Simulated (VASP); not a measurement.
Crystal: Ni.

```
Ni
1.0
     0.00000    1.77165    1.77165
     1.77165    0.00000    1.77165
     1.77165    1.77165    0.00000
Ni
1
Direct
  0.00000 0.00000 0.00000
```

Base run:

| Quantity | Value |
| --- | --- |
| Program | VASP 6.6.1 |
| Functional | PBEsol |
| Potentials or basis | VASP PAW PBE potentials, release 64 (Ni) |
| Cutoff | 520 eV |
| k mesh | 15 × 15 × 15 |
| Occupations | fermi-dirac, width 0.1 eV |
| Spin | collinear spin, ferromagnetic start |
| Starting moments | [1.92] μB |
| Fixed moment | 1.92 μB |

Its results: pressure 9.3 GPa; site moments Ni +1.80 μB.

The run is repeated on the same cell with these changes: fixed moment from 1.92 μB to 1.68 μB; moments at the start from [1.92] to [1.68]. What comes out?

Pressure 2.3 GPa; site moments Ni +1.59 μB.

Caveats: the PAW data sets were made with another functional, which shifts forces and pressure a little; the total moment is fixed, so each spin has its own Fermi level.
